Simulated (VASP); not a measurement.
**H2CO2: single point with PBE**

The system is H2CO2.

```
CELL_PARAMETERS angstrom
7.68347 0.00000 0.00000
0.00000 7.68347 0.00000
0.00000 0.00000 7.68347
ATOMIC_POSITIONS crystal
O 0.48664 0.41194 0.60152
O 0.42943 0.69843 0.56381
O 0.36537 0.90765 0.30938
O 0.62261 0.81815 0.20923
O 0.87455 0.10641 0.66881
O 0.61703 0.09269 0.53549
O 0.35864 0.28898 0.20151
O 0.56256 0.47771 0.28261
O 0.96536 0.77815 0.95535
O 0.25649 0.82290 0.98299
O 0.95174 0.88326 0.30791
O 0.96711 0.71490 0.54823
O 0.89320 0.19301 0.19512
O 0.06758 0.29906 0.40444
O 0.66993 0.28788 0.97436
O 0.86639 0.48025 0.88176
C 0.39516 0.56952 0.64272
C 0.49636 0.91158 0.19503
C 0.70365 0.06623 0.65990
C 0.42909 0.44844 0.19899
C 0.10852 0.86650 0.00548
C 0.04059 0.81963 0.45136
C 0.97844 0.32131 0.28419
C 0.71399 0.44989 0.92741
H 0.57474 0.44961 0.51193
H 0.28448 0.55057 0.75031
H 0.39472 0.79236 0.40083
H 0.49389 0.02589 0.10756
H 0.90683 0.17255 0.56261
H 0.70067 0.98490 0.76477
H 0.42702 0.22564 0.29448
H 0.33411 0.52478 0.12122
H 0.98967 0.69687 0.86768
H 0.08624 0.99046 0.05975
H 0.83293 0.82498 0.24722
H 0.15075 0.89314 0.49826
H 0.91357 0.08084 0.26180
H 0.94298 0.45050 0.24067
H 0.76497 0.21679 0.01656
H 0.61122 0.53689 0.94962
```

| Quantity | Value |
| --- | --- |
| Program | VASP 6.6.1 |
| Task | single point |
| Functional | PBE |
| Potentials or basis | VASP PAW PBE potentials, release 64 (O_h, C_h, H_h) |
| Cutoff | 910 eV |
| k mesh | 1 × 1 × 1 |
| Occupations | fermi-dirac, width 0.05 eV |
| Spin | no spin polarisation |

```
Pressure               : 2.3 GPa
Largest force          : 4.994 eV/Å
Band gap on the k mesh : 3.88 eV
```

Forces on the atoms (eV/Å):
```
O   -1.183  2.576  1.435
O   -0.175  1.941 -0.177
O    0.859 -2.387  0.734
O    1.408 -0.883 -0.459
O    0.760  1.155 -0.516
O   -1.972  0.475 -1.351
O    0.539 -0.480  0.934
O   -0.977  0.768 -1.211
O    0.004  2.839  1.846
O    1.519 -1.437 -0.873
O   -0.352 -0.734 -0.805
O    1.404  0.070 -0.888
O    0.585  0.298  0.798
O    2.419 -0.993  3.738
O   -2.218  0.667 -0.517
O   -2.062  0.066  0.202
C   -0.087 -4.373  0.674
C   -0.435  1.414  1.271
C    3.211  0.264 -1.363
C    0.195 -1.505  1.098
C   -0.748 -0.340 -1.132
C   -4.435 -0.832  1.297
C   -2.935  0.293 -3.013
C    4.315 -2.489 -0.353
H   -0.734 -0.360  0.281
H    1.732  0.214 -1.561
H   -0.274  2.641 -1.489
H   -0.353 -0.319 -0.131
H    0.240 -0.002  0.485
H   -1.977 -2.058  2.835
H   -0.663  0.168 -0.771
H    0.888  0.898 -0.020
H    0.303 -1.943 -1.441
H   -0.878  1.231  0.684
H    1.557  0.642  1.838
H    0.651  0.477 -0.697
H    0.216 -0.054 -0.373
H   -0.166  0.584 -0.802
H    1.064  0.043  0.048
H   -1.246  1.465 -0.256
```

Stress tensor (GPa, compression positive):
```
 0.52 -0.63 -0.24
-0.63  3.78 -0.42
-0.24 -0.42  2.73
```

Levels at points of the mesh, in eV from the valence-band top:
| k point | band 68 | band 69 | band 70 | band 71 | band 72 | band 73 | band 74 | band 75 | band 76 | band 77 |
| --- | --- | --- | --- | --- | --- | --- | --- | --- | --- | --- |
| (0.00, 0.00, 0.00) | -0.50 | -0.36 | -0.33 | -0.21 | 0.00 | 3.88 | 4.11 | 4.38 | 4.59 | 4.81 |

It took 2.6 min on 1 thread of AMD EPYC 7R13 Processor (Zen 3), with other jobs on the host, peak memory 0.94 GiB.

Caveat: the k points lie up to 0.82 Å⁻¹ apart; the cutoff is under 1.25 times the usual one of these potentials, so pressure, stress and relaxed cells hold a basis-set (Pulay) error.
